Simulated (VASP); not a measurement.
# CsCl (Pm-3m) in VASP: single point with PBEsol

Aim: the single point of CsCl with PBEsol.

Everything below comes from runs of VASP 6.6.1. Logs are shortened: lines on timing, memory, paths and dates and some standing lists are left out, and cuts for length are marked.

### Step 1. The cell of the first run

The structure is cubic, space group Pm-3m (No. 221). Conventional cell: a = 4.123 Å, b = 4.123 Å, c = 4.123 Å, α = 90.00°, β = 90.00°, γ = 90.00°. Cs (site symmetry m-3m) has 8 Cl at 3.57 Å and 6 Cs at 4.12 Å within 4.7 Å. Within 4.7 Å of Cl (site symmetry m-3m) lie 8 Cs at 3.57 Å and 6 Cl at 4.12 Å.

### Step 2. Single point, PBEsol

INCAR

```
SYSTEM = CsCl
ALGO = Normal
EDIFF = 1E-6
ENCUT = 500
GGA = PS
GGA_COMPAT = .False.
ISIF = 2
ISMEAR = 0
LASPH = .True.
LCHARG = .True.
LELF = .True.
LREAL = .False.
LVHAR = .True.
LWAVE = .False.
NBANDS = 15
NELM = 120
PREC = Accurate
SIGMA = 0.05
```

KPOINTS

```
k-points
0
Gamma
  6 6 6
  0 0 0
```

POSCAR

```
CsCl
1.0
    4.1230000000      0.0000000000      0.0000000000
    0.0000000000      4.1230000000      0.0000000000
    0.0000000000      0.0000000000      4.1230000000
Cs Cl
1 1
Direct
    0.0000000000      0.0000000000      0.0000000000
    0.5000000000      0.5000000000      0.5000000000
```

Potentials or basis: VASP PAW PBE potentials, release 64 (Cs_sv, Cl).

Command:

```
> cat potpaw_PBE.64/Cs_sv/POTCAR potpaw_PBE.64/Cl/POTCAR > POTCAR
> mpirun -np 1 vasp_std > vasp.out
```

OUTCAR:

```text
SYSTEM = CsCl
   EDIFF = 1E-6
   ENCUT = 500
   GGA = PS
   ISIF = 2
   ISMEAR = 0
   LASPH = .True.
   LREAL = .False.
   NELM = 120
   PREC = Accurate

 ion  position               nearest neighbor table
   1  0.000  0.000  0.000-
   2  0.500  0.500  0.500-

  LATTYP: Found a simple cubic cell.
 ALAT       =     4.1230000000

  Lattice vectors:

 A1 = (   4.1230000000,   0.0000000000,   0.0000000000)
 A2 = (   0.0000000000,   4.1230000000,   0.0000000000)
 A3 = (   0.0000000000,   0.0000000000,   4.1230000000)

Analysis of symmetry for initial positions (statically):
=====================================================================
 Subroutine PRICEL returns:
 Original cell was already a primitive cell.

 Routine SETGRP: Setting up the symmetry group for a
 simple cubic supercell.

 Subroutine GETGRP returns: Found 48 space group operations
 (whereof 48 operations were pure point group operations)
 out of a pool of 48 trial point group operations.

The static configuration has the point symmetry O_h .

Analysis of symmetry for dynamics (positions and initial velocities):
=====================================================================
 Subroutine PRICEL returns:
 Original cell was already a primitive cell.

 Routine SETGRP: Setting up the symmetry group for a
 simple cubic supercell.

 Subroutine GETGRP returns: Found 48 space group operations
 (whereof 48 operations were pure point group operations)
 out of a pool of 48 trial point group operations.

The dynamic configuration has the point symmetry O_h .

 Subroutine INISYM returns: Found 48 space group operations
 (whereof 48 operations are pure point group operations),
 and found     1 'primitive' translations

----------------------------------------------------------------------------------------

                                     Primitive cell

  volume of cell :      70.0874

  direct lattice vectors                    reciprocal lattice vectors
     4.123000000  0.000000000  0.000000000     0.242541838  0.000000000  0.000000000
     0.000000000  4.123000000  0.000000000     0.000000000  0.242541838  0.000000000
     0.000000000  0.000000000  4.123000000     0.000000000  0.000000000  0.242541838

  length of vectors
     4.123000000  4.123000000  4.123000000     0.242541838  0.242541838  0.242541838

  position of ions in fractional coordinates (direct lattice)
     0.000000000  0.000000000  0.000000000
     0.500000000  0.500000000  0.500000000
[... 80 lines left out ...]
   POTIM  = 0.5000    time-step for ionic-motion
   TEBEG  =    0.0;   TEEND  =   0.0 temperature during run
   PSTRESS=    0.0 pullay stress
   NELECT =      16.0000    total number of electrons
   NUPDOWN=      -1.0000    fix difference up-down
   EMIN   =  10.00;   EMAX   =-10.00  energy-range for DOS
   EFERMI =   0.00;   METHOD = LEGACY
   ISMEAR =     0;   SIGMA  =   0.05  broadening in eV -4-tet -1-fermi 0-gaus
   EFERMI_NEDOS =   21; number of points for ismear=-14 and -15
   IALGO  =     38    algorithm
   IMIX   =      4    mixing-type and parameters
     AMIX     =   0.40;   BMIX     =  1.00
     AMIX_MAG =   1.60;   BMIX_MAG =  1.00
  volume/ion in A,a.u.               =      35.04       236.49
  Fermi-wavevector in a.u.,A,eV,Ry     =   1.000541  1.890748 13.620547  1.001082
  Thomas-Fermi vector in A             =   2.132904
   LORBIT       =      0    0 simple, 1 ext, 2 COOP (PROOUT), +10 PAW based schemes
   GGA     = PS    functional components
   LHFCALC =     F    Hartree Fock is set to
   AEXX    =    0.0000 exact exchange contribution
   IVDW    =     0    specifies the selected vdW correction
   LEPSILON=     F    determine dielectric tensor
   LRPA    =     F    only Hartree local field effects (RPA)
 non-spin polarized calculation
 Gauss-broadening in eV      SIGMA  =   0.05
  energy-cutoff  :      500.00
  volume of cell :       70.09
 maximum number of plane-waves:      1800
   NGX = 15   NGY = 15   NGZ = 15

 number of electron      16.0000001 magnetization

 Free energy of the ion-electron system (eV)
  ---------------------------------------------------
  ext. energy  EPLUGINS =         0.00000000
  ---------------------------------------------------
  free energy    TOTEN  =        -6.84043127 eV

  energy without entropy =       -6.84043127  energy(sigma->0) =       -6.84043127

 E-fermi :  -0.1006     XC(G=0):  -8.4738

 val. band max:       -0.4114715656   @ k =   0.0000   0.0000   0.0000
 cond. band min:       4.6361497943   @ k =   0.0000   0.0000   0.0000
 fundamental gap:      5.0476213599
 Fermi energy:        -0.1006363054

 k-point     1 :       0.0000    0.0000    0.0000
  band No.  band energies     occupation
      1     -19.7826      2.00000
      2     -12.5660      2.00000
      3      -6.2518      2.00000
      4      -6.2518      2.00000
      5      -6.2518      2.00000
      6      -0.4115      2.00000
      7      -0.4115      2.00000
      8      -0.4115      2.00000
      9       4.6361      0.00000
     10       4.8523      0.00000
     11       4.8523      0.00000
     12       9.5873      0.00000
     13       9.5873      0.00000
     14       9.5873      0.00000
[... 329 lines left out ...]
      2     -12.3940      2.00000
      3      -6.7952      2.00000
      4      -6.7952      2.00000
      5      -6.7952      2.00000
      6      -1.5444      2.00000
      7      -1.5444      2.00000
      8      -1.5444      2.00000
      9       8.0011      0.00000
     10       8.0011      0.00000
     11       8.0011      0.00000
     12       9.9540      0.00000
     13       9.9540      0.00000
     14       9.9540      0.00000
     15      12.0896      0.00000

------------------------ aborting loop because EDIFF is reached ----------------------------------------

  FORCE on cell =-STRESS in cart. coord.  units (eV):
  Direction    XX          YY          ZZ          XY          YZ          ZX
  --------------------------------------------------------------------------------------
  -------------------------------------------------------------------------------------
  Total       -0.2806098     -0.2806098     -0.2806098      0.0000000      0.0000000     -0.0000000
  in kB       -6.4146558     -6.4146558     -6.4146558      0.0000000      0.0000000     -0.0000000
  external PRESSURE =      -6.4146558 kB  Pullay stress =       0.0000000 kB

 VOLUME and BASIS-vectors are now :
 -----------------------------------------------------------------------------
  energy-cutoff  :      500.00
  volume of cell :       70.09
      direct lattice vectors                 reciprocal lattice vectors
     4.123000000  0.000000000  0.000000000     0.242541838  0.000000000  0.000000000
     0.000000000  4.123000000  0.000000000     0.000000000  0.242541838  0.000000000
     0.000000000  0.000000000  4.123000000     0.000000000  0.000000000  0.242541838

 POSITION                                       TOTAL-FORCE (eV/Angst)
 -----------------------------------------------------------------------------------
      0.00000      0.00000      0.00000         0.000000      0.000000      0.000000
      2.06150      2.06150      2.06150         0.000000      0.000000      0.000000
 -----------------------------------------------------------------------------------
    total drift:                                0.000000      0.000000      0.000000

  FREE ENERGIE OF THE ION-ELECTRON SYSTEM (eV)
  ---------------------------------------------------
  free  energy   TOTEN  =        -6.8404312728 eV

  energy  without entropy=       -6.8404312728  energy(sigma->0) =       -6.84043127
```

OSZICAR:

```text
N       E                     dE             d eps       ncg     rms          rms(c)
DAV:   1     0.877208655487E+02    0.87721E+02   -0.66048E+03   600   0.886E+02
DAV:   2    -0.452473547068E+00   -0.88173E+02   -0.80695E+02   898   0.160E+02
DAV:   3    -0.714168228430E+01   -0.66892E+01   -0.66641E+01   796   0.475E+01
DAV:   4    -0.720108340462E+01   -0.59401E-01   -0.59392E-01   712   0.548E+00
DAV:   5    -0.720174971378E+01   -0.66631E-03   -0.66629E-03   838   0.594E-01    0.212E+00
DAV:   6    -0.688297578879E+01    0.31877E+00   -0.34401E-01   754   0.340E+00    0.144E+00
DAV:   7    -0.684190614032E+01    0.41070E-01   -0.11522E-01   768   0.184E+00    0.926E-01
DAV:   8    -0.684051231030E+01    0.13938E-02   -0.15470E-02   698   0.759E-01    0.174E-01
DAV:   9    -0.684032096063E+01    0.19135E-03   -0.21224E-03   782   0.254E-01    0.855E-02
DAV:  10    -0.684042377992E+01   -0.10282E-03   -0.25983E-04   691   0.111E-01    0.122E-02
DAV:  11    -0.684043188080E+01   -0.81009E-05   -0.24449E-05   733   0.307E-02    0.122E-02
DAV:  12    -0.684043127282E+01    0.60798E-06   -0.81373E-06   726   0.163E-02
   1 F= -.68404313E+01 E0= -.68404313E+01  d E =-.643724E-20
```

It took 8.1 s on 1 thread of Intel Xeon 6975P-C (Granite Rapids), shared host; peak memory 0.17 GiB.

Results:

```
Free energy            : -6.8404 eV
Pressure               : -0.6 GPa
Band gap on the k mesh : 5.05 eV, direct
```

Caveat: the PAW data sets were made with another functional, which shifts forces and pressure a little; spin-orbit coupling is left out, which moves the levels of the heavy elements. A k mesh can miss the band edges.
